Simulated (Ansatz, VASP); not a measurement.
**C: VASP beside Ansatz**

```
C
1.0
     3.57148    0.00000    0.00000
     0.00000   -3.57148    0.00000
     0.00000    0.00000   -3.57148
C
8
Cartesian
  1.7857 0.0000 0.0875
  0.0000 -1.7857 0.0000
  0.0000 0.0000 -1.7857
  1.7857 -1.7857 -1.7857
  2.6786 -2.6786 -2.6786
  0.8929 -0.8929 -2.6786
  0.8929 -2.6786 -0.8929
  2.6786 -0.8929 -0.8929
```

Alike in both runs: task single point; functional PBE; k mesh 6 × 6 × 6; occupations gaussian, width 0.05 eV; no spin polarisation.

```csv
,VASP,Ansatz
version,VASP 6.6.1,Ansatz 0.2.0
potentials or method,"VASP PAW PBE potentials, release 64 (C), cutoff 520 eV","scalar-relativistic, plane waves, PAW"
valence electrons in the cell,32,32
```

```tsv
	VASP	Ansatz	Ansatz less VASP
gap on the k mesh at the Fermi level (eV)	3.76	3.77	+0.006
least direct gap on the mesh (eV)	3.97	3.98	+0.007
pressure (GPa)	1.5	0.8	-0.67
traceless stress, the component that is largest in VASP (GPa)	0.97	0.89	-0.082
rms of the force components (eV/Å)	0.884	0.880	-0.0047
```

Atom by atom the forces differ by 0.006 eV/Å (rms over components).
